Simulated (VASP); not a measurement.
# Hg (I4_1/amd) in VASP: further runs

Runs on Hg. Level: PBE. Tasks: single point.

All numbers are computed with VASP 6.6.1; they aren't measurements. Logs are shortened: lines on timing, memory, paths and dates and some standing lists are left out, and cuts for length are marked.

### 1 The cell of the first run

The structure is tetragonal, space group I4_1/amd (No. 141). The conventional cell has a = 5.768 Å, b = 5.768 Å, c = 3.062 Å, α = 90.00°, β = 90.00°, γ = 90.00°. Hg (site symmetry -4m2) has 10 Hg at 2.98 to 3.69 Å within 3.9 Å.

### 2 Single point, PBE (25.48 Å³/atom)

Contents of INCAR:

```
ALGO = Fast ; EDIFF = 1E-6
ENCUT = 520 ; GGA = PE
ISIF = 2 ; ISMEAR = 0
LASPH = True ; LCHARG = True
LELF = True ; LREAL = False
LVHAR = True ; LWAVE = False
NBANDS = 19 ; NELM = 80
PREC = Accurate ; SIGMA = 0.1
```

Contents of KPOINTS:

```
k-points
0
Gamma
  16 16 16
```

Contents of POSCAR:

```
Hg
1.0
   -2.8842311039      2.8842311039      1.5312259768
    2.8842311039     -2.8842311039      1.5312259768
    2.8842311039      2.8842311039     -1.5312259768
Hg
2
Direct
    0.7500000000      0.2500000000      0.5000000000
    0.0000000000      0.0000000000      0.0000000000
```

Potentials or basis: VASP PAW PBE potentials, release 64 (Hg).

Launch:

```
$ cat potpaw_PBE.64/Hg/POTCAR > POTCAR
$ mpirun -np 1 vasp_std > vasp.out
```

OUTCAR:

```text
EDIFF = 1E-6
   ENCUT = 520
   GGA = PE
   ISIF = 2
   ISMEAR = 0
   LASPH = True
   LREAL = False
   NELM = 80
   PREC = Accurate

 ion  position               nearest neighbor table
   1  0.750  0.250  0.500-   2 2.98   2 2.98   2 2.98   2 2.98   2 3.69   2 3.69   2 3.69   2 3.69

   2  0.000  0.000  0.000-   1 2.98   1 2.98   1 2.98   1 2.98   1 3.69   1 3.69   1 3.69   1 3.69

  LATTYP: Found a body centered tetragonal cell.
 ALAT       =     5.7684622078
 C/A-ratio  =     0.5308957298

  Lattice vectors:

 A1 = (  -2.8842311039,   2.8842311039,   1.5312259768)
 A2 = (   2.8842311039,  -2.8842311039,   1.5312259768)
 A3 = (   2.8842311039,   2.8842311039,  -1.5312259768)

Analysis of symmetry for initial positions (statically):
=====================================================================
 Subroutine PRICEL returns:
 Original cell was already a primitive cell.

 Routine SETGRP: Setting up the symmetry group for a
 body centered tetragonal supercell.

 Subroutine GETGRP returns: Found 16 space group operations
 (whereof  8 operations were pure point group operations)
 out of a pool of 16 trial point group operations.

The static configuration has the point symmetry D_2d.
 The point group associated with its full space group is D_4h.

Analysis of symmetry for dynamics (positions and initial velocities):
=====================================================================
 Subroutine PRICEL returns:
 Original cell was already a primitive cell.

 Routine SETGRP: Setting up the symmetry group for a
 body centered tetragonal supercell.

 Subroutine GETGRP returns: Found 16 space group operations
 (whereof  8 operations were pure point group operations)
 out of a pool of 16 trial point group operations.

The dynamic configuration has the point symmetry D_2d.
 The point group associated with its full space group is D_4h.

 Subroutine INISYM returns: Found 16 space group operations
 (whereof  8 operations are pure point group operations),
 and found     1 'primitive' translations

----------------------------------------------------------------------------------------

                                     Primitive cell

  volume of cell :      50.9518

  direct lattice vectors                    reciprocal lattice vectors
    -2.884231104  2.884231104  1.531225977     0.000000000  0.173356427  0.326535735
     2.884231104 -2.884231104  1.531225977     0.173356427  0.000000000  0.326535735
     2.884231104  2.884231104 -1.531225977     0.173356427  0.173356427  0.000000000

  length of vectors
     4.356860236  4.356860236  4.356860236     0.369699929  0.369699929  0.245163011

  position of ions in fractional coordinates (direct lattice)
     0.750000000  0.250000000  0.500000000
     0.000000000  0.000000000  0.000000000

  ion indices of the primitive-cell ions
   primitive index   ion index
                 1           1
                 2           2

----------------------------------------------------------------------------------------

 KPOINTS: k-points

Automatic generation of k-mesh.
 Grid dimensions read from file:
 generate k-points for:   16   16   16

 Generating k-lattice:

  Cartesian coordinates                     Fractional coordinates (reciprocal lattice)
     0.000000000  0.010834777  0.020408483     0.062500000  0.000000000  0.000000000
     0.010834777  0.000000000  0.020408483     0.000000000  0.062500000  0.000000000
     0.010834777  0.010834777  0.000000000     0.000000000  0.000000000  0.062500000

  Length of vectors
     0.023106246  0.023106246  0.015322688

  Shift w.r.t. Gamma in fractional coordinates (k-lattice)
     0.000000000  0.000000000  0.000000000

 Subroutine IBZKPT returns following result:
 ===========================================

 Found    349 irreducible k-points:

 Following reciprocal coordinates:
            Coordinates               Weight
  0.000000  0.000000  0.000000      1.000000
  0.062500 -0.000000  0.000000      8.000000
  0.125000 -0.000000  0.000000      8.000000
  0.187500 -0.000000  0.000000      8.000000
  0.250000 -0.000000  0.000000      8.000000
  0.312500 -0.000000  0.000000      8.000000
[... 16 lines left out ...]
 -0.125000  0.062500 -0.000000     16.000000
 -0.062500  0.062500  0.000000      4.000000
 [... further k-points ...]
   k-points           NKPTS =    349   k-points in BZ     NKDIM =    349   number of bands    NBANDS=     19
   number of dos      NEDOS =    301   number of ions     NIONS =      2
   total plane-waves  NPLWV =  32768
   dimension x,y,z NGX =    32 NGY =   32 NGZ =   32
   dimension x,y,z NGXF=    64 NGYF=   64 NGZF=   64
   ions per type =               2
   NGX,Y,Z   is equivalent  to a cutoff of  12.21, 12.21, 12.21 a.u.
   NGXF,Y,Z  is equivalent  to a cutoff of  24.42, 24.42, 24.42 a.u.
 SYSTEM =  unknown system
   PREC   = accura    normal or accurate (medium, high low for compatibility)
   ISTART =      0    job   : 0-new  1-cont  2-samecut
   ICHARG =      2    charge: 1-file 2-atom 10-const
   ISPIN  =      1    spin polarized calculation?
   LNONCOLLINEAR =      F non collinear calculations
   LSORBIT =      F    spin-orbit coupling
   LASPH  =      T    aspherical Exc in radial PAW
   ENCUT  =  520.0 eV  38.22 Ry    6.18 a.u.   8.10  8.10  8.10*2*pi/ulx,y,z
   NELM   =     80;   NELMIN=  2; NELMDL= -5     # of ELM steps
   EDIFF  = 0.1E-05   stopping-criterion for ELM
   LREAL  =      F    real-space projection
   EDIFFG = 0.1E-04   stopping-criterion for IOM
   NSW    =      0    number of steps for IOM
   IBRION =     -1    ionic relax: 0-MD 1-quasi-New 2-CG
   NFREE  =      0    steps in history (QN), initial steepest desc. (CG)
   ISIF   =      2    stress and relaxation
   ISYM   =      2    0-nonsym 1-usesym 2-fastsym
   POTIM  = 0.5000    time-step for ionic-motion
   TEBEG  =    0.0;   TEEND  =   0.0 temperature during run
   PSTRESS=    0.0 pullay stress
   NELECT =      24.0000    total number of electrons
   NUPDOWN=      -1.0000    fix difference up-down
   EMIN   =  10.00;   EMAX   =-10.00  energy-range for DOS
   EFERMI =   0.00;   METHOD = LEGACY
   ISMEAR =     0;   SIGMA  =   0.10  broadening in eV -4-tet -1-fermi 0-gaus
   EFERMI_NEDOS =   21; number of points for ismear=-14 and -15
   IALGO  =     68    algorithm
   IMIX   =      4    mixing-type and parameters
     AMIX     =   0.40;   BMIX     =  1.00
     AMIX_MAG =   1.60;   BMIX_MAG =  1.00
  volume/ion in A,a.u.               =      25.48       171.92
  Fermi-wavevector in a.u.,A,eV,Ry     =   1.273773  2.407082 22.075428  1.622498
  Thomas-Fermi vector in A             =   2.406578
   LORBIT       =      0    0 simple, 1 ext, 2 COOP (PROOUT), +10 PAW based schemes
   GGA     = PE    functional components
   LHFCALC =     F    Hartree Fock is set to
   AEXX    =    0.0000 exact exchange contribution
   IVDW    =     0    specifies the selected vdW correction
   LEPSILON=     F    determine dielectric tensor
   LRPA    =     F    only Hartree local field effects (RPA)
 non-spin polarized calculation
 RMM-DIIS sequential band-by-band and
 Gauss-broadening in eV      SIGMA  =   0.10
  energy-cutoff  :      520.00
  volume of cell :       50.95
 maximum number of plane-waves:      1388
   NGX = 17   NGY = 17   NGZ = 17

 number of electron      24.0000003 magnetization

 Free energy of the ion-electron system (eV)
  ---------------------------------------------------
  ext. energy  EPLUGINS =         0.00000000
  ---------------------------------------------------
  free energy    TOTEN  =        -0.26621670 eV

  energy without entropy =       -0.26431578  energy(sigma->0) =       -0.26526624

 E-fermi :   2.3071     XC(G=0): -10.3886

 val. band max:        2.2838482101   @ k =  -0.3125  -0.4375   0.3125
 cond. band min:       2.3085088863   @ k =  -0.3750   0.4375   0.2500
 fundamental gap:      0.0246606761
 Fermi energy:         2.3071184033

 k-point     1 :       0.0000    0.0000    0.0000
  band No.  band energies     occupation
      1      -6.3852      2.00000
      2      -5.6397      2.00000
      3      -5.5299      2.00000
      4      -5.3949      2.00000
      5      -5.2696      2.00000
      6      -4.0695      2.00000
[... 11 lines left out ...]
     18      15.9288      0.00000
     19      16.0050      0.00000

 k-point     2 :       0.0625   -0.0000    0.0000
  band No.  band energies     occupation
      1      -6.2907      2.00000
      2      -5.6320      2.00000
      3      -5.5059      2.00000
      4      -5.3246      2.00000
      5      -5.2315      2.00000
      6      -4.1560      2.00000
[... 11 lines left out ...]
     18      14.9215      0.00000
     19      15.1074      0.00000

 k-point     3 :       0.1250   -0.0000    0.0000
  band No.  band energies     occupation
      1      -6.0250      2.00000
      2      -5.5971      2.00000
      3      -5.4372      2.00000
      4      -5.1401      2.00000
      5      -5.1095      2.00000
      6      -4.3122      2.00000
[... 11 lines left out ...]
     18      13.5366      0.00000
     19      13.6557      0.00000

 k-point     4 :       0.1875   -0.0000    0.0000
  band No.  band energies     occupation
      1      -5.6832      2.00000
      2      -5.5218      2.00000
      3      -5.3353      2.00000
      4      -4.9014      2.00000
      5      -4.8584      2.00000
      6      -4.4992      2.00000
[... 407 lines left out ...]
     18      13.3186      0.00000
     19      13.6827      0.00000

 k-point    23 :      -0.1250    0.0625   -0.0000
  band No.  band energies     occupation
      1      -6.2122      2.00000
      2      -5.6059      2.00000
      3      -5.4714      2.00000
      4      -5.3334      2.00000
      5      -5.2401      2.00000
      6      -4.1501      2.00000
[... 11 lines left out ...]
     18      14.5406      0.00000
     19      14.9149      0.00000

 k-point    24 :      -0.0625    0.0625    0.0000
  band No.  band energies     occupation
      1      -6.3453      2.00000
      2      -5.6268      2.00000
      3      -5.5122      2.00000
      4      -5.3989      2.00000
      5      -5.2732      2.00000
      6      -4.0765      2.00000
[... 11 lines left out ...]
     18      15.7505      0.00000
     19      15.7967      0.00000

 [... further k-points ...]

------------------------ aborting loop because EDIFF is reached ----------------------------------------

  FORCE on cell =-STRESS in cart. coord.  units (eV):
  Direction    XX          YY          ZZ          XY          YZ          ZX
  --------------------------------------------------------------------------------------
  -------------------------------------------------------------------------------------
  Total        1.2321988      1.2321988      1.1942834      0.0000000      0.0000000      0.0000000
  in kB       38.7464547     38.7464547     37.5542059      0.0000000      0.0000000      0.0000000
  external PRESSURE =      38.3490384 kB  Pullay stress =       0.0000000 kB

 VOLUME and BASIS-vectors are now :
 -----------------------------------------------------------------------------
  energy-cutoff  :      520.00
  volume of cell :       50.95
      direct lattice vectors                 reciprocal lattice vectors
    -2.884231104  2.884231104  1.531225977     0.000000000  0.173356427  0.326535735
     2.884231104 -2.884231104  1.531225977     0.173356427  0.000000000  0.326535735
     2.884231104  2.884231104 -1.531225977     0.173356427  0.173356427  0.000000000

 POSITION                                       TOTAL-FORCE (eV/Angst)
 -----------------------------------------------------------------------------------
     -0.00000      2.88423      0.76561        -0.000000      0.000000      0.000000
      0.00000      0.00000      0.00000         0.000000     -0.000000     -0.000000
 -----------------------------------------------------------------------------------
    total drift:                                0.000000     -0.000000      0.000000

  FREE ENERGIE OF THE ION-ELECTRON SYSTEM (eV)
  ---------------------------------------------------
  free  energy   TOTEN  =        -0.2662166963 eV

  energy  without entropy=       -0.2643157833  energy(sigma->0) =       -0.26526624
```

Run time: 87 s. Hardware: 1 thread of Intel Xeon 6975P-C (Granite Rapids), shared host; peak memory 0.38 GiB.

Results:

| Quantity | Value |
| --- | --- |
| Free energy | -0.2662 eV |
| Pressure | 3.8 GPa |
| Band gap on the k mesh | zero (bands 12 and 13 overlap by 4.57 eV) |

Stress tensor (GPa, compression positive):
```
3.87 0.00 0.00
0.00 3.87 0.00
0.00 0.00 3.76
```

Caveat: the cell stands under pressure; spin-orbit coupling is left out, which moves the levels of the heavy elements.

### 3 Single point, PBE (26.34 Å³/atom)

This run uses another cell than the first one, of 26.34 Å³/atom.

Contents of INCAR:

```
  PREC = Accurate
  ENCUT = 520
  EDIFF = 1E-6
  ISMEAR = 0
  SIGMA = 0.1
  LREAL = F
  LASPH = T
  NELM = 100
  ALGO = Fast
  ISIF = 2
  LWAVE = F
  LCHARG = F
  GGA = PE
  NBANDS = 19
```

Contents of KPOINTS:

```
regular mesh
0
Gamma
  16 16 16
```

Contents of POSCAR:

```
Hg
1.0
   -2.9141818004      2.9141818004      1.5510465683
    2.9141818004     -2.9141818004      1.5510465683
    2.9141818004      2.9141818004     -1.5510465683
Hg
2
Direct
    0.7500000000      0.2500000000      0.5000000000
    0.0000000000      0.0000000000      0.0000000000
```

Potentials or basis: VASP PAW PBE potentials, release 64 (Hg).

Launch:

```
$ cat potpaw_PBE.64/Hg/POTCAR > POTCAR
$ mpirun -np 1 vasp_std > vasp.out
```

OUTCAR:

```text
PREC = Accurate
   ENCUT = 520
   EDIFF = 1E-6
   ISMEAR = 0
   LREAL = F
   LASPH = T
   NELM = 100
   ISIF = 2
   GGA = PE

 ion  position               nearest neighbor table
   1  0.750  0.250  0.500-   2 3.02   2 3.02   2 3.02   2 3.02   2 3.73   2 3.73   2 3.73   2 3.73

   2  0.000  0.000  0.000-   1 3.02   1 3.02   1 3.02   1 3.02   1 3.73   1 3.73   1 3.73   1 3.73

  LATTYP: Found a body centered tetragonal cell.
 ALAT       =     5.8283636008
 C/A-ratio  =     0.5322408396
[... 721 lines left out ...]

------------------------ aborting loop because EDIFF is reached ----------------------------------------

  FORCE on cell =-STRESS in cart. coord.  units (eV):
  Direction    XX          YY          ZZ          XY          YZ          ZX
  --------------------------------------------------------------------------------------
  -------------------------------------------------------------------------------------
  Total        0.8338922      0.8338922      0.7932469      0.0000000      0.0000000      0.0000000
  in kB       25.3572642     25.3572642     24.1213089      0.0000000      0.0000000      0.0000000
  external PRESSURE =      24.9452791 kB  Pullay stress =       0.0000000 kB

 VOLUME and BASIS-vectors are now :
 -----------------------------------------------------------------------------
  energy-cutoff  :      520.00
  volume of cell :       52.69
      direct lattice vectors                 reciprocal lattice vectors
    -2.914181800  2.914181800  1.551046568     0.000000000  0.171574745  0.322362984
     2.914181800 -2.914181800  1.551046568     0.171574745  0.000000000  0.322362984
     2.914181800  2.914181800 -1.551046568     0.171574745  0.171574745  0.000000000

 POSITION                                       TOTAL-FORCE (eV/Angst)
 -----------------------------------------------------------------------------------
     -0.00000      2.91418      0.77552        -0.000000      0.000000      0.000000
      0.00000      0.00000      0.00000         0.000000     -0.000000     -0.000000
 -----------------------------------------------------------------------------------
    total drift:                               -0.000000      0.000000     -0.000000

  FREE ENERGIE OF THE ION-ELECTRON SYSTEM (eV)
  ---------------------------------------------------
  free  energy   TOTEN  =        -0.3009360387 eV

  energy  without entropy=       -0.2985978666  energy(sigma->0) =       -0.29976695
```

stdout:

```text
POSCAR found type information on POSCAR Hg
 POSCAR found :  1 types and       2 ions
 scaLAPACK will be used
 LDA part: xc-table for (Slater+PW92), standard interpolation
 POSCAR, INCAR and KPOINTS ok, starting setup
 FFT: planning ... GRIDC
 FFT: planning ... GRID_SOFT
 FFT: planning ... GRID
 WAVECAR not read
 entering main loop
```

Wall time 2.2 min (1 thread of Intel Xeon 6975P-C (Granite Rapids), shared host); peak memory 0.42 GiB.

What came out:

```
Free energy            : -0.3009 eV
Pressure               : 2.5 GPa
Band gap on the k mesh : zero (bands 12 and 13 overlap by 4.18 eV)
```

Stress tensor (GPa, compression positive):
```
2.54 0.00 0.00
0.00 2.54 0.00
0.00 0.00 2.41
```

Caveat: spin-orbit coupling is left out, which moves the levels of the heavy elements.

(Continued in part 2 of 2.)
